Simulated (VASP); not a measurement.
# Be (P6_3/mmc) in VASP: notebook, part 2 of 2

VASP 6.6.1. Earlier steps stand in the parts before.

## 5. Relaxation of cell and atoms, PBE, target pressure 30 GPa, at which the enthalpy is minimised

INCAR

```
SYSTEM = Be
PREC = Accurate ; ENCUT = 600
EDIFF = 1E-6 ; ISMEAR = 1
SIGMA = 0.1 ; LREAL = .FALSE.
LASPH = .TRUE. ; NELM = 80
ALGO = Normal ; ISIF = 3
LWAVE = .FALSE. ; LCHARG = .FALSE.
GGA = PE ; IBRION = 2
NSW = 80 ; EDIFFG = -0.01
PSTRESS = 300.0
```

KPOINTS

```
Automatic mesh
0
G
  10 10 6
  0 0 0
```

POSCAR

```
Be
1.0
    2.2500000000      0.0000000000      0.0000000000
   -1.1250000000      1.9485571585      0.0000000000
    0.0000000000      0.0000000000      3.6742500000
Be
2
Direct
    0.3333333333      0.6666666667      0.2500000000
    0.6666666667      0.3333333333      0.7500000000
```

Potentials or basis: VASP PAW PBE potentials, release 64 (Be).

Started as:

```
cat potpaw_PBE.64/Be/POTCAR > POTCAR
mpirun -np 1 vasp_std > vasp.out
```

OUTCAR:

```text
SYSTEM = Be
   PREC = Accurate
   ENCUT = 600
   EDIFF = 1E-6
   ISMEAR = 1
   LREAL = .FALSE.
   LASPH = .TRUE.
   NELM = 80
   ISIF = 3
   GGA = PE
   IBRION = 2
   NSW = 80
   EDIFFG = -0.01
   PSTRESS = 300.0

 ion  position               nearest neighbor table
   1  0.333  0.667  0.250-   2 2.25   2 2.25   2 2.25   2 2.25   2 2.25   2 2.25
   2  0.667  0.333  0.750-   1 2.25   1 2.25   1 2.25   1 2.25   1 2.25   1 2.25

  LATTYP: Found a hexagonal cell.
 ALAT       =     2.2500000000
 C/A-ratio  =     1.6330000000

  Lattice vectors:

 A1 = (   2.2500000000,   0.0000000000,   0.0000000000)
 A2 = (  -1.1250000000,   1.9485571585,   0.0000000000)
 A3 = (   0.0000000000,   0.0000000000,   3.6742500000)

Analysis of symmetry for initial positions (statically):
=====================================================================
 Subroutine PRICEL returns:
 Original cell was already a primitive cell.

 Routine SETGRP: Setting up the symmetry group for a
 hexagonal supercell.

 Subroutine GETGRP returns: Found 24 space group operations
 (whereof 12 operations were pure point group operations)
[... 175 lines left out ...]
  -------------------------------------------------------------------------------------
  Total        0.3847842      0.3847842     -1.3684062      0.0000000     -0.0000000     -0.0000000
  in kB       38.2704414     38.2704414   -136.1009728      0.0000000     -0.0000000     -0.0000000
  external PRESSURE =    -319.8533633 kB  Pullay stress =     300.0000000 kB
[... 253 lines left out ...]
--------------------------------------- Ionic step        8  -------------------------------------------

 number of electron       4.0000000 magnetization

 Free energy of the ion-electron system (eV)
  ---------------------------------------------------
  ext. energy  EPLUGINS =         0.00000000
  ---------------------------------------------------
  free energy    TOTEN  =        -7.29282337 eV

  energy without entropy =       -7.29279980  energy(sigma->0) =       -7.29281551

 E-fermi :   8.5167     XC(G=0): -11.2012

 val. band max:        8.4550384973   @ k =   0.3000   0.2000   0.0000
 cond. band min:       8.5559725965   @ k =   0.2000   0.2000   0.0000
 fundamental gap:      0.1009340992
 Fermi energy:         8.5166672126

 k-point     1 :       0.0000    0.0000    0.0000
  band No.  band energies     occupation
      1      -3.7688      2.00000
      2       3.5308      2.00000
      3      10.4714     -0.00000
      4      26.7554      0.00000
      5      26.7554      0.00000
      6      30.0127      0.00000
[... 199 lines left out ...]
 k-point    24 :       0.4000    0.1000    0.1667
  band No.  band energies     occupation
      1       2.6741      2.00000
      2       6.0415      2.00000
      3      11.2902      0.00000
      4      14.5339      0.00000
      5      16.5412      0.00000
      6      19.7952      0.00000

 [... further k-points ...]

------------------------ aborting loop because EDIFF is reached ----------------------------------------

  FORCE on cell =-STRESS in cart. coord.  units (eV):
  Direction    XX          YY          ZZ          XY          YZ          ZX
  --------------------------------------------------------------------------------------
  -------------------------------------------------------------------------------------
  Total        2.4783013      2.4783013      2.4828612     -0.0000000      0.0000000      0.0000000
  in kB      299.6525077    299.6525077    300.2038437     -0.0000000      0.0000000      0.0000000
  external PRESSURE =      -0.1637136 kB  Pullay stress =     300.0000000 kB
[... 21 lines left out ...]
  energy  without entropy=       -7.2927998044  energy(sigma->0) =       -7.29281551

  enthalpy is  TOTEN    =        -4.8116480752 eV   P V=        2.4811752940

 reached required accuracy - stopping structural energy minimisation
```

Wall time 28 s (1 thread of AMD EPYC 7R13, shared host); peak memory 0.1 GiB.

What came out:

```
Free energy                                                : -7.2928 eV
Relaxed volume                                             : 6.63 Å³/atom
Relaxed cell                                               : a = 2.139 Å, b = 2.139 Å, c = 3.344 Å, α = 90.00°, β = 90.00°, γ = 120.00°
Space group after relaxing (to 0.1 Å)                      : P6_3/mmc (No. 194)
Energy change on relaxing (the run minimises the enthalpy) : +92.7 meV/atom
Ionic steps                                                : 8
Pressure after relaxing                                    : 30.0 GPa
Band gap on the k mesh                                     : zero (bands 2 and 3 overlap by 0.76 eV)
```

The path:
```
step  energy change (eV)  largest force (eV/Å)  pressure (GPa)  volume (Å³)
   1              0.0000                0.0000           -1.99        16.11
   2              0.3214                0.0000           41.01        12.63
   3              0.1934                0.0000           30.53        13.21
   4              0.1833                0.0000           29.63        13.26
   5              0.1798                0.0000           29.44        13.28
   6              0.1779                0.0000           29.33        13.29
   7              0.1884                0.0000           30.26        13.23
   8              0.1853                0.0000           29.98        13.25
```

Final structure:
```
CELL_PARAMETERS angstrom
2.13913 0.00000 0.00000
-1.06956 1.85254 0.00000
0.00000 0.00000 3.34382
ATOMIC_POSITIONS crystal
Be 0.33333 0.66667 0.25000
Be 0.66667 0.33333 0.75000
```

Caveat: the cell is relaxed towards a set pressure, so the run minimises the enthalpy, not the energy; the volume moved by over 15 % at a fixed basis, so the end points are rough.

## 6. Summary

```csv
cell,gap on the mesh (eV),pressure (GPa)
relaxed,none,0.0
relaxed to 10 GPa,none,10.1
relaxed to 20 GPa,none,20.1
relaxed to 30 GPa,none,30.0
```

Alike in all rows: task relaxation of cell and atoms; level PBE; potentials or basis VASP PAW PBE potentials, release 64 (Be); no spin polarisation; k mesh 10 × 10 × 6; cutoff (eV) 600; smearing methfessel-paxton 0.1 eV.

Caveats: the cell is relaxed towards a set pressure, so the run minimises the enthalpy, not the energy (at least some runs); the volume moved by over 15 % at a fixed basis, so the end points are rough (at least some runs).

Absolute energies hang on the potentials; compare differences alone.
